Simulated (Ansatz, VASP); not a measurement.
**Cu: VASP beside Ansatz**

Contents of INCAR:

```
SYSTEM = Cu
PREC     = Accurate       ! precision mode
ENCUT    = 520            ! plane-wave cutoff, eV
EDIFF    = 1E-6           ! SCF threshold, eV
ISMEAR   = 0              ! smearing method
SIGMA    = 0.15           ! smearing width, eV
LREAL    = .False.        ! projectors in reciprocal space
LASPH    = .True.         ! aspherical terms in the spheres
NELM     = 80             ! most SCF steps
ALGO     = Fast           ! electronic algorithm
ISIF     = 2              ! what is computed and relaxed
LWAVE    = .False.        ! write WAVECAR
LCHARG   = .False.        ! write CHGCAR
GGA      = PE             ! functional
NBANDS   = 12             ! bands
```

KPOINTS

```
Automatic mesh
0
Gamma
  20 20 20
  0 0 0
```

Contents of POSCAR:

```
Cu
1.0
   -0.0846373860      2.0864521729      1.8143062373
    1.5421603017     -0.0846373860      1.8143062373
    1.4575229157      2.0018147869      0.0000000000
Cu
1
Direct
    0.0000000000      0.0000000000      0.0000000000
```

Input for Ansatz:

```yaml
crystal:
  lattice:
    - [-0.084637386, 2.0864521729, 1.8143062373]
    - [1.5421603017, -0.084637386, 1.8143062373]
    - [1.4575229157, 2.0018147869, 0.0]
  atoms:
    - { symbol: Cu, position: [0.0, 0.0, 0.0] }
basis:
  ecutwfc: 520.0
kpoints:
  mp_grid: { grid: [20, 20, 20] }
hamiltonian:
  xc: pbe
  pseudopotentials: { kind: paw, azcp: { folder: soft_1 } }
scf:
  occupations: { method: gaussian, width: 0.15 }
output:
  forces: true
  stress: true
  eigenvalues: true
```

Change from the starting cell: engineering shear strain xy -0.0933, strain +e along x and -e along y -0.1500.

Alike in both runs: task single point; functional PBE; k mesh 20 × 20 × 20; occupations gaussian, width 0.15 eV; no spin polarisation.

```csv
,VASP,Ansatz
version,VASP 6.6.1,Ansatz 0.2.0
potentials or method,"VASP PAW PBE potentials, release 64 (Cu), cutoff 520 eV","scalar-relativistic, plane waves, PAW"
valence electrons in the cell,11,19
```

VASP gave:

| Quantity | Value |
| --- | --- |
| gap on the k mesh at the Fermi level (eV) | none |
| pressure (GPa) | 8.1 |
| traceless stress, the component that is largest in VASP (GPa) | -12.10 |

Problem. What did Ansatz give for the same quantities?

Solution. gap on the k mesh at the Fermi level (eV): none; pressure (GPa): 7.4; traceless stress, the component that is largest in VASP (GPa): -12.22.

A gap of «none» marks a metal or a gap that the smearing closes. VASP's potentials hold 11 valence electrons a cell and Ansatz's 19, so a difference there can come from the potentials and not from the codes.
